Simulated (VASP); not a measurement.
# LiH (Fm-3m) in VASP: notebook

The runs below take LiH through vibrations by perturbation theory, with LDA.

Program: VASP 6.6.1. These are calculated values, not measurements. Logs are shortened: lines on timing, memory, paths and dates and some standing lists are left out, and cuts for length are marked.

### Step 1. The cell of the first run

It takes space group Fm-3m (No. 225, cubic). Conventional cell: a = 3.889 Å, b = 3.889 Å, c = 3.889 Å, α = 90.00°, β = 90.00°, γ = 90.00°. Li (site symmetry m-3m) has 6 H at 1.94 Å within 2.6 Å. H (site symmetry m-3m) has 6 Li at 1.94 Å within 2.6 Å.

### Step 2. Vibrations by perturbation theory, LDA (volume scaled by 0.985)

INCAR reads:

```
SYSTEM = LiH
PREC = Accurate
ENCUT = 520
EDIFF = 1E-8
ISMEAR = 0
SIGMA = 0.01
LREAL = .FALSE.
LASPH = .TRUE.
NELM = 80
ALGO = Normal
ISIF = 2
LWAVE = .FALSE.
LCHARG = .FALSE.
IBRION = 8
NSW = 1
```

KPOINTS reads:

```
regular mesh
0
G
  10 10 10
  0 0 0
```

POSCAR reads:

```
LiH
1.0
    0.0000000000      1.9446291965      1.9446291965
    1.9446291965      0.0000000000      1.9446291965
    1.9446291965      1.9446291965      0.0000000000
Li H
1 1
Direct
    0.0000000000      0.0000000000      0.0000000000
    0.5000000000      0.5000000000      0.5000000000
```

Potentials or basis: VASP PAW LDA potentials, release 64 (Li_sv, H).

Started as:

```console
> cat potpaw_LDA.64/Li_sv/POTCAR potpaw_LDA.64/H/POTCAR > POTCAR
> mpirun -np 1 vasp_std > vasp.out
```

OUTCAR:

```text
SYSTEM = LiH
   PREC = Accurate
   ENCUT = 520
   EDIFF = 1E-8
   ISMEAR = 0
   LREAL = .FALSE.
   LASPH = .TRUE.
   NELM = 80
   ISIF = 2
   IBRION = 8
   NSW = 1

 ion  position               nearest neighbor table
   1  0.000  0.000  0.000-
   2  0.500  0.500  0.500-

  LATTYP: Found a face centered cubic cell.
 ALAT       =     3.8892583930

  Lattice vectors:

 A1 = (   0.0000000000,   1.9446291965,   1.9446291965)
 A2 = (   1.9446291965,   0.0000000000,   1.9446291965)
 A3 = (   1.9446291965,   1.9446291965,   0.0000000000)

Analysis of symmetry for initial positions (statically):
=====================================================================
 Subroutine PRICEL returns:
 Original cell was already a primitive cell.

 Routine SETGRP: Setting up the symmetry group for a
 face centered cubic supercell.

 Subroutine GETGRP returns: Found 48 space group operations
 (whereof 48 operations were pure point group operations)
 out of a pool of 48 trial point group operations.

The static configuration has the point symmetry O_h .

Analysis of symmetry for dynamics (positions and initial velocities):
=====================================================================
 Subroutine PRICEL returns:
 Original cell was already a primitive cell.

 Routine SETGRP: Setting up the symmetry group for a
 face centered cubic supercell.

 Subroutine GETGRP returns: Found 48 space group operations
 (whereof 48 operations were pure point group operations)
 out of a pool of 48 trial point group operations.

The dynamic configuration has the point symmetry O_h .

 Subroutine INISYM returns: Found 48 space group operations
 (whereof 48 operations are pure point group operations),
 and found     1 'primitive' translations

----------------------------------------------------------------------------------------

                                     Primitive cell

  volume of cell :      14.7076

  direct lattice vectors                    reciprocal lattice vectors
     0.000000000  1.944629196  1.944629196    -0.257118427  0.257118427  0.257118427
     1.944629196  0.000000000  1.944629196     0.257118427 -0.257118427  0.257118427
     1.944629196  1.944629196  0.000000000     0.257118427  0.257118427 -0.257118427

  length of vectors
     2.750120983  2.750120983  2.750120983     0.445342179  0.445342179  0.445342179

  position of ions in fractional coordinates (direct lattice)
     0.000000000  0.000000000  0.000000000
     0.500000000  0.500000000  0.500000000

  ion indices of the primitive-cell ions
   primitive index   ion index
                 1           1
                 2           2

----------------------------------------------------------------------------------------

 KPOINTS: regular mesh

Automatic generation of k-mesh.
 Grid dimensions read from file:
 generate k-points for:   10   10   10

 Generating k-lattice:

  Cartesian coordinates                     Fractional coordinates (reciprocal lattice)
    -0.025711843  0.025711843  0.025711843     0.100000000  0.000000000  0.000000000
     0.025711843 -0.025711843  0.025711843     0.000000000  0.100000000  0.000000000
     0.025711843  0.025711843 -0.025711843     0.000000000  0.000000000  0.100000000

  Length of vectors
     0.044534218  0.044534218  0.044534218

  Shift w.r.t. Gamma in fractional coordinates (k-lattice)
     0.000000000  0.000000000  0.000000000

 Subroutine IBZKPT returns following result:
 ===========================================

 Found     47 irreducible k-points:

 Following reciprocal coordinates:
            Coordinates               Weight
  0.000000  0.000000  0.000000      1.000000
  0.100000  0.000000  0.000000      8.000000
  0.200000  0.000000  0.000000      8.000000
  0.300000  0.000000  0.000000      8.000000
  0.400000  0.000000  0.000000      8.000000
  0.500000  0.000000  0.000000      4.000000
[... 16 lines left out ...]
  0.300000  0.300000  0.000000      6.000000
  0.400000  0.300000  0.000000     24.000000
 [... further k-points ...]
   k-points           NKPTS =     47   k-points in BZ     NKDIM =     47   number of bands    NBANDS=      6
   number of dos      NEDOS =    301   number of ions     NIONS =      2
   total plane-waves  NPLWV =   8000
   dimension x,y,z NGX =    20 NGY =   20 NGZ =   20
   dimension x,y,z NGXF=    40 NGYF=   40 NGZF=   40
   ions per type =               1   1
   NGX,Y,Z   is equivalent  to a cutoff of  12.09, 12.09, 12.09 a.u.
   NGXF,Y,Z  is equivalent  to a cutoff of  24.18, 24.18, 24.18 a.u.
 SYSTEM =  LiH
   PREC   = accura    normal or accurate (medium, high low for compatibility)
   ISTART =      0    job   : 0-new  1-cont  2-samecut
   ICHARG =      2    charge: 1-file 2-atom 10-const
   ISPIN  =      1    spin polarized calculation?
   LNONCOLLINEAR =      F non collinear calculations
   LSORBIT =      F    spin-orbit coupling
   LASPH  =      T    aspherical Exc in radial PAW
   ENCUT  =  520.0 eV  38.22 Ry    6.18 a.u.   5.11  5.11  5.11*2*pi/ulx,y,z
   NELM   =     80;   NELMIN=  2; NELMDL= -5     # of ELM steps
   EDIFF  = 0.1E-07   stopping-criterion for ELM
   LREAL  =      F    real-space projection
   EDIFFG = 0.1E-06   stopping-criterion for IOM
   NSW    =      1    number of steps for IOM
   IBRION =      8    ionic relax: 0-MD 1-quasi-New 2-CG
   NFREE  =      0    steps in history (QN), initial steepest desc. (CG)
   ISIF   =      2    stress and relaxation
   ISYM   =      2    0-nonsym 1-usesym 2-fastsym
   POTIM  = 0.5000    time-step for ionic-motion
   TEBEG  =    0.0;   TEEND  =   0.0 temperature during run
   PSTRESS=    0.0 pullay stress
   NELECT =       4.0000    total number of electrons
   NUPDOWN=      -1.0000    fix difference up-down
   EMIN   =  10.00;   EMAX   =-10.00  energy-range for DOS
   EFERMI =   0.00;   METHOD = LEGACY
   ISMEAR =     0;   SIGMA  =   0.01  broadening in eV -4-tet -1-fermi 0-gaus
   EFERMI_NEDOS =   21; number of points for ismear=-14 and -15
   IALGO  =     38    algorithm
   IMIX   =      4    mixing-type and parameters
     AMIX     =   0.40;   BMIX     =  1.00
     AMIX_MAG =   1.60;   BMIX_MAG =  1.00
  volume/ion in A,a.u.               =       7.35        49.63
  Fermi-wavevector in a.u.,A,eV,Ry     =   1.060673  2.004381 15.306914  1.125026
  Thomas-Fermi vector in A             =   2.196062
   LORBIT       =      0    0 simple, 1 ext, 2 COOP (PROOUT), +10 PAW based schemes
   GGA     = CA    functional components
   LHFCALC =     F    Hartree Fock is set to
   AEXX    =    0.0000 exact exchange contribution
   IVDW    =     0    specifies the selected vdW correction
   LEPSILON=     F    determine dielectric tensor
   LRPA    =     F    only Hartree local field effects (RPA)
 non-spin polarized calculation
 Gauss-broadening in eV      SIGMA  =   0.01
  energy-cutoff  :      520.00
  volume of cell :       14.71
 maximum number of plane-waves:       411
   NGX = 11   NGY = 11   NGZ = 11

--------------------------------------- Ionic step        1  -------------------------------------------

 number of electron       3.9999993 magnetization

 Free energy of the ion-electron system (eV)
  ---------------------------------------------------
  ext. energy  EPLUGINS =         0.00000000
  ---------------------------------------------------
  free energy    TOTEN  =        -6.49584514 eV

  energy without entropy =       -6.49584514  energy(sigma->0) =       -6.49584514

 E-fermi :   0.7869     XC(G=0):  -9.1091

 val. band max:        0.6675126599   @ k =   0.5000   0.5000   0.0000
 cond. band min:       3.1817660786   @ k =   0.5000   0.5000   0.0000
 fundamental gap:      2.5142534187
 Fermi energy:         0.7868518956

 k-point     1 :       0.0000    0.0000    0.0000
  band No.  band energies     occupation
      1     -42.7503      2.00000
      2      -5.2359      2.00000
      3      17.9989      0.00000
      4      18.9905      0.00000
      5      18.9905      0.00000
      6      18.9905      0.00000
[... 199 lines left out ...]
 k-point    24 :       0.4000    0.3000    0.0000
  band No.  band energies     occupation
      1     -42.6729      2.00000
      2      -1.9904      2.00000
      3       7.3891      0.00000
      4      11.1784      0.00000
      5      12.5350      0.00000
      6      17.3529      0.00000

 [... further k-points ...]
[... 5 lines left out ...]
  --------------------------------------------------------------------------------------
  -------------------------------------------------------------------------------------
  Total        0.0370892      0.0370892      0.0370892     -0.0000000     -0.0000000     -0.0000000
  in kB        4.0403379      4.0403379      4.0403379     -0.0000000     -0.0000000     -0.0000000
  external PRESSURE =       4.0403379 kB  Pullay stress =       0.0000000 kB

 VOLUME and BASIS-vectors are now :
 -----------------------------------------------------------------------------
  energy-cutoff  :      520.00
  volume of cell :       14.71
      direct lattice vectors                 reciprocal lattice vectors
     0.000000000  1.944629196  1.944629196    -0.257118427  0.257118427  0.257118427
     1.944629196  0.000000000  1.944629196     0.257118427 -0.257118427  0.257118427
     1.944629196  1.944629196  0.000000000     0.257118427  0.257118427 -0.257118427

 POSITION                                       TOTAL-FORCE (eV/Angst)
 -----------------------------------------------------------------------------------
      0.00000      0.00000      0.00000         0.000000      0.000000     -0.000000
      1.94463      1.94463      1.94463        -0.000000     -0.000000      0.000000
 -----------------------------------------------------------------------------------
    total drift:                                0.000000     -0.000000      0.000000

  FREE ENERGIE OF THE ION-ELECTRON SYSTEM (eV)
  ---------------------------------------------------
  free  energy   TOTEN  =        -6.4958451357 eV

  energy  without entropy=       -6.4958451357  energy(sigma->0) =       -6.49584514

[... ionic steps 2 to 3 ...]

--------------------------------------- Ionic step        4  -------------------------------------------

------------------------ aborting loop because EDIFF is reached ----------------------------------------

[... ionic steps 5 to 6 ...]

--------------------------------------- Ionic step        7  -------------------------------------------

 Free energy of the ion-electron system (eV)
  ---------------------------------------------------
  ---------------------------------------------------
  free energy    TOTEN  =        -0.01727741 eV

  energy without entropy =       -0.01727741

------------------------ aborting loop because EDIFF is reached ----------------------------------------

 INTERNAL STRAIN TENSOR  FOR ION    2  DIRECTION 1   (eV/Angst):
 -----------------------------------------------------------------------------
     0.00146  0.00000 -0.00000
     0.00000 -0.00395  0.00000
     0.00000  0.00000 -0.00395

 INTERNAL STRAIN TENSOR FOR ION    2 for displacements in x,y,z  (eV/Angst):
          X           Y           Z          XY          YZ          ZX
  --------------------------------------------------------------------------------
  x     0.00000     0.00000     0.00000     0.00000     0.00000     0.00000
  y     0.00000     0.00000     0.00000     0.00000     0.00000     0.00000
  z     0.00000     0.00000     0.00000     0.00000     0.00000     0.00000

 SECOND DERIVATIVES (NOT SYMMETRIZED)
 ------------------------------------
               1X          1Y          1Z          2X          2Y          2Z
  1X    -1.403680    0.000000    0.000000    1.403680    0.000000    0.000000
  1Y     0.000000   -1.403680    0.000000    0.000000    1.403680    0.000000
  1Z     0.000000    0.000000   -1.403680    0.000000    0.000000    1.403680
  2X     1.425382    0.000000    0.000000   -1.425382    0.000000    0.000000
  2Y     0.000000    1.425382    0.000000    0.000000   -1.425382    0.000000
  2Z     0.000000    0.000000    1.425382    0.000000    0.000000   -1.425382

 Eigenvectors and eigenvalues of the dynamical matrix
 ----------------------------------------------------

   1 f  =   19.932501 THz   125.239596 2PiTHz  664.876659 cm-1    82.434162 meV
             X         Y         Z           dx          dy          dz
      0.000000  0.000000  0.000000    -0.000000   -0.350973    0.000000
      1.944629  1.944629  1.944629     0.000000    0.936386    0.000000
[... 21 lines left out ...]
   6 f/i=    0.050249 THz     0.315727 2PiTHz    1.676142 cm-1     0.207815 meV
             X         Y         Z           dx          dy          dz
      0.000000  0.000000  0.000000     0.228538   -0.877347    0.234203
      1.944629  1.944629  1.944629     0.085660   -0.328844    0.087783

--------------------------------------------------------------------------------------------------------

 ELASTIC MODULI CONTR FROM IONIC RELAXATION (kBar)
 Direction    XX          YY          ZZ          XY          YZ          ZX
 --------------------------------------------------------------------------------
 XX           0.0000      0.0000      0.0000      0.0000      0.0000      0.0000
 YY           0.0000      0.0000      0.0000      0.0000      0.0000      0.0000
 ZZ           0.0000      0.0000      0.0000      0.0000      0.0000      0.0000
 XY           0.0000      0.0000      0.0000      0.0000      0.0000      0.0000
 YZ           0.0000      0.0000      0.0000      0.0000      0.0000      0.0000
 ZX           0.0000      0.0000      0.0000      0.0000      0.0000      0.0000
 --------------------------------------------------------------------------------
```

It took 10 s on 1 thread of Intel Xeon 6975P-C (Granite Rapids), shared host; peak memory 0.14 GiB.

Results:

```yaml
Highest_phonon_frequency_at_Γ_LO-TO_splitting_left_out: 665 cm⁻¹
```

Phonon frequencies in cm⁻¹ (negative: imaginary):
```tsv
q point	frequencies
(0.000, 0.000, 0.000)	-2 -2 -2 665 665 665
```

Caveat: the cutoff is under 1.25 times the usual one of these potentials, so pressure, stress and relaxed cells hold a basis-set (Pulay) error.

(Part 1 of 2 ends here.)
